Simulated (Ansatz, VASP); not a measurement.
**One calculation of Ta, two programs**

```xyz
1
Lattice="-1.6534 1.6534 1.6534 1.6534 -1.6534 1.6534 1.6534 1.6534 -1.6534" Properties=species:S:1:pos:R:3 pbc="T T T"
Ta    0.0000    0.0000    0.0000
```

Alike in both runs: task single point; functional r2SCAN; k mesh 13 × 13 × 13; occupations methfessel-paxton of order 1, width 0.1 eV; no spin polarisation.

```csv
,VASP,Ansatz
version,VASP 6.6.1,Ansatz 0.2.0
potentials or method,"VASP PAW PBE potentials, release 64 (Ta_pv), cutoff 520 eV","plane waves (500 eV) with PAW, scalar-relativistic"
valence electrons in the cell,11,13
```

Ansatz gave:

| Property | Result |
| --- | --- |
| pressure (GPa) | 0.1 |

Problem. What did VASP give for the same quantities?

Solution. Pressure (GPa): 0.7.

VASP's potentials were made for PBE, not for r2SCAN. VASP's potentials hold 11 valence electrons a cell and Ansatz's 13, so a difference there can come from the potentials and not from the codes.

Spin-orbit coupling is off throughout.
